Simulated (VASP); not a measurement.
As, 6 atoms in the cell. The cell holds a slab with vacuum, 6 atoms: a = 3.784 Å, b = 3.784 Å, c = 25.014 Å, α = 90.00°, β = 90.00°, γ = 120.00°. 

```yaml
Program: VASP 6.6.1
Task: relaxation of the atoms
Functional: PBE
Dispersion: D3(BJ)
Potentials_or_basis: VASP PAW PBE potentials, release 64 (As)
Cutoff: 520 eV
k_mesh: 9 × 9 × 1
Occupations: gaussian, width 0.1 eV
Spin: no spin polarisation
Dipole_correction: yes
Atoms_held_fixed_from_0: "[0, 1, 2]"
Further_INCAR_settings: ALGO = Normal; EDIFF = 1e-06; IBRION = 2; EDIFFG = -0.03; NSW = 90
```

Potentials or basis: VASP PAW PBE potentials, release 64 (As).

The run is started by

```bash
$ cat potpaw_PBE.64/As/POTCAR > POTCAR
$ mpirun -np 1 vasp_std > vasp.out
```

Hardware: 1 thread of Intel(R) Xeon(R) Platinum 8488C (Sapphire Rapids), on a shared host.

Task: Estimate the wall time of this run.

Result: Wall time 3 min on 1 thread of Intel(R) Xeon(R) Platinum 8488C (Sapphire Rapids) (shared host), peak memory 0.42 GiB. Counts: scf iterations 44, k points 12, ion steps 5.
